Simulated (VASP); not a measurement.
# Al (Fm-3m) in VASP: notebook

The runs below take Al through single point, relaxation of cell and atoms, with LDA.

Everything below comes from runs of VASP 6.6.1. Logs are shortened: lines on timing, memory, paths and dates and some standing lists are left out, and cuts for length are marked.

## 1. The cell of the first run

The structure is cubic, space group Fm-3m (No. 225). Conventional cell: a = 3.986 Å, b = 3.986 Å, c = 3.986 Å, α = 90.00°, β = 90.00°, γ = 90.00°. Al (site symmetry m-3m) has 12 Al at 2.82 Å within 3.7 Å.

## 2. Single point, LDA

File INCAR:

```
  ALGO = Normal
  EDIFF = 1E-6
  ENCUT = 520
  GGA = CA
  ISIF = 2
  ISMEAR = 0
  LASPH = T
  LCHARG = F
  LREAL = F
  LWAVE = F
  NBANDS = 8
  NELM = 100
  PREC = Accurate
  SIGMA = 0.5
```

File KPOINTS:

```
k-points
0
Gamma
  30 30 30
```

File POSCAR:

```
Al
1.0
    0.0000000000      1.9931176082      1.9931176082
    1.9931176082      0.0000000000      1.9931176082
    1.9931176082      1.9931176082      0.0000000000
Al
1
Direct
    0.0000000000      0.0000000000      0.0000000000
```

Potentials or basis: VASP PAW LDA potentials, release 64 (Al).

The run is started by

```console
$ cat potpaw_LDA.64/Al/POTCAR > POTCAR
$ mpirun -np 1 vasp_std > vasp.out
```

OUTCAR:

```text
EDIFF = 1E-6
   ENCUT = 520
   GGA = CA
   ISIF = 2
   ISMEAR = 0
   LASPH = T
   LREAL = F
   NELM = 100
   PREC = Accurate

 ion  position               nearest neighbor table
   1  0.000  0.000  0.000-

  LATTYP: Found a face centered cubic cell.
 ALAT       =     3.9862352164

  Lattice vectors:

 A1 = (   0.0000000000,   1.9931176082,   1.9931176082)
 A2 = (   1.9931176082,   0.0000000000,   1.9931176082)
 A3 = (   1.9931176082,   1.9931176082,   0.0000000000)

Analysis of symmetry for initial positions (statically):
=====================================================================
 Subroutine PRICEL returns:
 Original cell was already a primitive cell.

 Routine SETGRP: Setting up the symmetry group for a
 face centered cubic supercell.

 Subroutine GETGRP returns: Found 48 space group operations
 (whereof 48 operations were pure point group operations)
 out of a pool of 48 trial point group operations.

The static configuration has the point symmetry O_h .

Analysis of symmetry for dynamics (positions and initial velocities):
=====================================================================
 Subroutine PRICEL returns:
 Original cell was already a primitive cell.

 Routine SETGRP: Setting up the symmetry group for a
 face centered cubic supercell.

 Subroutine GETGRP returns: Found 48 space group operations
 (whereof 48 operations were pure point group operations)
 out of a pool of 48 trial point group operations.

The dynamic configuration has the point symmetry O_h .

 Subroutine INISYM returns: Found 48 space group operations
 (whereof 48 operations are pure point group operations),
 and found     1 'primitive' translations

----------------------------------------------------------------------------------------

                                     Primitive cell

  volume of cell :      15.8354

  direct lattice vectors                    reciprocal lattice vectors
     0.000000000  1.993117608  1.993117608    -0.250863270  0.250863270  0.250863270
     1.993117608  0.000000000  1.993117608     0.250863270 -0.250863270  0.250863270
     1.993117608  1.993117608  0.000000000     0.250863270  0.250863270 -0.250863270

  length of vectors
     2.818693953  2.818693953  2.818693953     0.434507929  0.434507929  0.434507929

  position of ions in fractional coordinates (direct lattice)
     0.000000000  0.000000000  0.000000000

  ion indices of the primitive-cell ions
   primitive index   ion index
                 1           1

[... 77 lines left out ...]
   ISIF   =      2    stress and relaxation
   ISYM   =      2    0-nonsym 1-usesym 2-fastsym
   POTIM  = 0.5000    time-step for ionic-motion
   TEBEG  =    0.0;   TEEND  =   0.0 temperature during run
   PSTRESS=    0.0 pullay stress
   NELECT =       3.0000    total number of electrons
   NUPDOWN=      -1.0000    fix difference up-down
   EMIN   =  10.00;   EMAX   =-10.00  energy-range for DOS
   EFERMI =   0.00;   METHOD = LEGACY
   ISMEAR =     0;   SIGMA  =   0.50  broadening in eV -4-tet -1-fermi 0-gaus
   EFERMI_NEDOS =   21; number of points for ismear=-14 and -15
   IALGO  =     38    algorithm
   IMIX   =      4    mixing-type and parameters
     AMIX     =   0.40;   BMIX     =  1.00
     AMIX_MAG =   1.60;   BMIX_MAG =  1.00
  volume/ion in A,a.u.               =      15.84       106.86
  Fermi-wavevector in a.u.,A,eV,Ry     =   0.940241  1.776797 12.028262  0.884052
  Thomas-Fermi vector in A             =   2.067633
   LORBIT       =      0    0 simple, 1 ext, 2 COOP (PROOUT), +10 PAW based schemes
   GGA     = CA    functional components
   LHFCALC =     F    Hartree Fock is set to
   AEXX    =    0.0000 exact exchange contribution
   IVDW    =     0    specifies the selected vdW correction
   LEPSILON=     F    determine dielectric tensor
   LRPA    =     F    only Hartree local field effects (RPA)
 non-spin polarized calculation
 Gauss-broadening in eV      SIGMA  =   0.50
  energy-cutoff  :      520.00
  volume of cell :       15.84
 maximum number of plane-waves:       444
 NGX is ok and might be reduce to    24
   NGX = 11   NGY = 11   NGZ = 11

 number of electron       3.0000000 magnetization

 Free energy of the ion-electron system (eV)
  ---------------------------------------------------
  ext. energy  EPLUGINS =         0.00000000
  ---------------------------------------------------
  free energy    TOTEN  =        -4.21640992 eV

  energy without entropy =       -4.16729908  energy(sigma->0) =       -4.19185450

 E-fermi :   8.2250     XC(G=0): -10.4967

 val. band max:        8.2026106831   @ k =  -0.4667   0.4000   0.0333
 cond. band min:       8.2255008530   @ k =  -0.3333   0.4333   0.1333
 fundamental gap:      0.0228901699
 Fermi energy:         8.2250117996

 k-point     1 :       0.0000    0.0000    0.0000
  band No.  band energies     occupation
      1      -3.1618      2.00000
      2      21.0198      0.00000
      3      21.0198      0.00000
      4      21.0198      0.00000
      5      22.6595      0.00000
      6      22.6595      0.00000
      7      22.6595      0.00000
      8      25.1381      0.00000
[... 243 lines left out ...]
 k-point    24 :       0.2667    0.0333    0.0000
  band No.  band energies     occupation
      1      -1.3262      2.00000
      2      11.5441      0.00000
      3      18.6436      0.00000
      4      19.6907      0.00000
      5      22.2615      0.00000
      6      23.2939      0.00000
      7      23.8408      0.00000
      8      26.6613      0.00000

 [... further k-points ...]

------------------------ aborting loop because EDIFF is reached ----------------------------------------

  FORCE on cell =-STRESS in cart. coord.  units (eV):
  Direction    XX          YY          ZZ          XY          YZ          ZX
  --------------------------------------------------------------------------------------
  -------------------------------------------------------------------------------------
  Total        0.0074049      0.0074049      0.0074049      0.0000000      0.0000000      0.0000000
  in kB        0.7492085      0.7492085      0.7492085      0.0000000      0.0000000      0.0000000
  external PRESSURE =       0.7492085 kB  Pullay stress =       0.0000000 kB

 VOLUME and BASIS-vectors are now :
 -----------------------------------------------------------------------------
  energy-cutoff  :      520.00
  volume of cell :       15.84
      direct lattice vectors                 reciprocal lattice vectors
     0.000000000  1.993117608  1.993117608    -0.250863270  0.250863270  0.250863270
     1.993117608  0.000000000  1.993117608     0.250863270 -0.250863270  0.250863270
     1.993117608  1.993117608  0.000000000     0.250863270  0.250863270 -0.250863270

 POSITION                                       TOTAL-FORCE (eV/Angst)
 -----------------------------------------------------------------------------------
      0.00000      0.00000      0.00000        -0.000000      0.000000     -0.000000
 -----------------------------------------------------------------------------------
    total drift:                                0.000000     -0.000000     -0.000000

  FREE ENERGIE OF THE ION-ELECTRON SYSTEM (eV)
  ---------------------------------------------------
  free  energy   TOTEN  =        -4.2164099189 eV

  energy  without entropy=       -4.1672990771  energy(sigma->0) =       -4.19185450
```

stdout:

```text
POSCAR found type information on POSCAR Al
 POSCAR found :  1 types and       1 ions
 scaLAPACK will be used
 LDA part: xc-table for (Slater(with rela. corr.)+CA(PZ))
 , standard interpolation
 POSCAR, INCAR and KPOINTS ok, starting setup
 FFT: planning ... GRIDC
 FFT: planning ... GRID_SOFT
 FFT: planning ... GRID
 WAVECAR not read
 entering main loop
```

Wall time 32 s (1 thread of Intel Xeon Platinum 8488C (Sapphire Rapids), shared host); peak memory 0.18 GiB.

What came out:

* Free energy: -4.2164 eV
* Pressure: 0.1 GPa
* Band gap on the k mesh: zero (an odd number of electrons rules out a gap without spin polarisation)

Caveat: so wide a smearing shifts energies and pressures.

## 3. Relaxation of cell and atoms, LDA

This run uses another cell than the first one, of 16.60 Å³/atom.

File INCAR:

```
PREC = Accurate
ENCUT = 600
EDIFF = 1E-7
ISMEAR = 0
SIGMA = 0.5
LREAL = F
LASPH = T
NELM = 60
ALGO = Normal
ISIF = 3
LWAVE = F
LCHARG = F
GGA = CA
IBRION = 2
NSW = 80
EDIFFG = -0.002
```

File KPOINTS:

```
Automatic mesh
0
Gamma
  30 30 30
```

File POSCAR:

```
Al
1.0
    0.0000000000      2.0248050000      2.0248050000
    2.0248050000      0.0000000000      2.0248050000
    2.0248050000      2.0248050000      0.0000000000
Al
1
Direct
    0.0000000000      0.0000000000      0.0000000000
```

Potentials or basis: VASP PAW LDA potentials, release 64 (Al).

The run is started by

```console
$ cat potpaw_LDA.64/Al/POTCAR > POTCAR
$ mpirun -np 1 vasp_std > vasp.out
```

OUTCAR:

```text
PREC = Accurate
   ENCUT = 600
   EDIFF = 1E-7
   ISMEAR = 0
   LREAL = F
   LASPH = T
   NELM = 60
   ISIF = 3
   GGA = CA
   IBRION = 2
   NSW = 80
   EDIFFG = -0.002

 ion  position               nearest neighbor table
   1  0.000  0.000  0.000-

  LATTYP: Found a face centered cubic cell.
 ALAT       =     4.0496100000

  Lattice vectors:

 A1 = (   0.0000000000,   2.0248050000,   2.0248050000)
 A2 = (   2.0248050000,   0.0000000000,   2.0248050000)
 A3 = (   2.0248050000,   2.0248050000,   0.0000000000)

Analysis of symmetry for initial positions (statically):
=====================================================================
 Subroutine PRICEL returns:
 Original cell was already a primitive cell.

[... 247 lines left out ...]

 E-fermi :   8.2156     XC(G=0): -10.4934

 val. band max:        8.2147758771   @ k =  -0.3333   0.4333   0.1333
 cond. band min:       8.2192169348   @ k =  -0.2333   0.3667   0.1667
 fundamental gap:      0.0044410577
 Fermi energy:         8.2156072226

 k-point     1 :       0.0000    0.0000    0.0000
  band No.  band energies     occupation
      1      -3.1650      2.00000
      2      21.0057      0.00000
      3      21.0057      0.00000
      4      21.0057      0.00000
      5      22.6383      0.00000
[... 177 lines left out ...]
 k-point    24 :       0.2667    0.0333    0.0000
  band No.  band energies     occupation
      1      -1.3305      2.00000
      2      11.5330      0.00000
      3      18.6281      0.00000
      4      19.6749      0.00000
      5      22.2440      0.00000

 [... further k-points ...]

------------------------ aborting loop because EDIFF is reached ----------------------------------------

  FORCE on cell =-STRESS in cart. coord.  units (eV):
  Direction    XX          YY          ZZ          XY          YZ          ZX
  --------------------------------------------------------------------------------------
  -------------------------------------------------------------------------------------
  Total        0.0004422      0.0004422      0.0004422     -0.0000000     -0.0000000      0.0000000
  in kB        0.0447032      0.0447032      0.0447032     -0.0000000     -0.0000000      0.0000000
  external PRESSURE =       0.0447032 kB  Pullay stress =       0.0000000 kB
[... 16 lines left out ...]
  FREE ENERGIE OF THE ION-ELECTRON SYSTEM (eV)
  ---------------------------------------------------
  free  energy   TOTEN  =        -4.2164814365 eV

  energy  without entropy=       -4.1673359171  energy(sigma->0) =       -4.19190868

 reached required accuracy - stopping structural energy minimisation
```

CONTCAR:

```text
Al
   1.00000000000000
    -0.0000000000000000    1.9936957141021974    1.9936957141021974
     1.9936957141021974    0.0000000000000000    1.9936957141021974
     1.9936957141021974    1.9936957141021974   -0.0000000000000000
  Al
     1
Direct
     0.0000000000000000    0.0000000000000000    0.0000000000000000

  0.00000000E+00  0.00000000E+00  0.00000000E+00
```

Wall time 42 s (1 thread of Intel Xeon Platinum 8488C (Sapphire Rapids), shared host); peak memory 0.18 GiB.

Results:

```yaml
Free_energy: -4.2165 eV
Relaxed_volume: 15.85 Å³/atom
Relaxed_cell: a = 2.820 Å, b = 2.820 Å, c = 2.820 Å, α = 60.00°, β = 60.00°, γ = 60.00°
Space_group_after_relaxing_to_0.1_Å: Fm-3m (No. 225)
Energy_gained_by_relaxing: 8.6 meV/atom
Ionic_steps: 3
Pressure_after_relaxing: 0.0 GPa
Band_gap_on_the_k_mesh: zero (an odd number of electrons rules out a gap without spin polarisation)
```

The path:
| step | energy change (eV) | largest force (eV/Å) | pressure (GPa) | volume (Å³) |
| --- | --- | --- | --- | --- |
| 1 | 0.0000 | 0.0000 | -3.49 | 16.60 |
| 2 | -0.0084 | 0.0000 | 0.54 | 15.75 |
| 3 | -0.0086 | 0.0000 | 0.00 | 15.85 |

Final structure:
```
Al
1.0
     0.00000    1.99370    1.99370
     1.99370    0.00000    1.99370
     1.99370    1.99370    0.00000
Al
1
Direct
  0.00000 0.00000 0.00000
```

Caveat: so wide a smearing shifts energies and pressures. LDA usually gives volumes a few per cent too small.

The gap in the log of VASP goes by the Fermi energy; the results here count the filled bands.